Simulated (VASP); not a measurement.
Crystal: K.

```
K
1.0
    -2.61250    2.61250    2.61250
     2.61250   -2.61250    2.61250
     2.61250    2.61250   -2.61250
K
1
Direct
  0.00000 0.00000 0.00000
```

```yaml
Program: VASP 6.6.1
Task: relaxation of cell and atoms
Functional: LDA
Potentials_or_basis: VASP PAW LDA potentials, release 64 (K_sv)
Cutoff: 600 eV
k_mesh: 7 × 7 × 7
Occupations: gaussian, width 0.05 eV
Spin: no spin polarisation
```

At the start: pressure -0.4 GPa; volume 71.32 Å³/atom.

Problem. How do energy, volume and symmetry change on relaxing?

Solution. Over 4 steps the energy falls by 10.0 meV/atom and the volume is 63.93 Å³/atom (-10.4 %); space group Im-3m (No. 229, to 0.1 Å) before and after.

Step by step:
| step | energy change (eV) | largest force (eV/Å) | pressure (GPa) | volume (Å³) |
| --- | --- | --- | --- | --- |
| 1 | 0.0000 | 0.0000 | -0.40 | 71.32 |
| 2 | -0.0041 | 0.0000 | -0.32 | 69.50 |
| 3 | -0.0100 | 0.0000 | -0.03 | 64.37 |
| 4 | -0.0100 | 0.0000 | 0.00 | 63.93 |

Final structure:
```cif
data_structure
_symmetry_space_group_name_H-M 'P 1'
_symmetry_Int_Tables_number 1
_cell_length_a 4.3628
_cell_length_b 4.3628
_cell_length_c 4.3628
_cell_angle_alpha 109.471
_cell_angle_beta 109.471
_cell_angle_gamma 109.471
_cell_volume 63.93
loop_
_atom_site_label
_atom_site_type_symbol
_atom_site_fract_x
_atom_site_fract_y
_atom_site_fract_z
_atom_site_occupancy
K1 K 0.00000 0.00000 0.00000 1
```
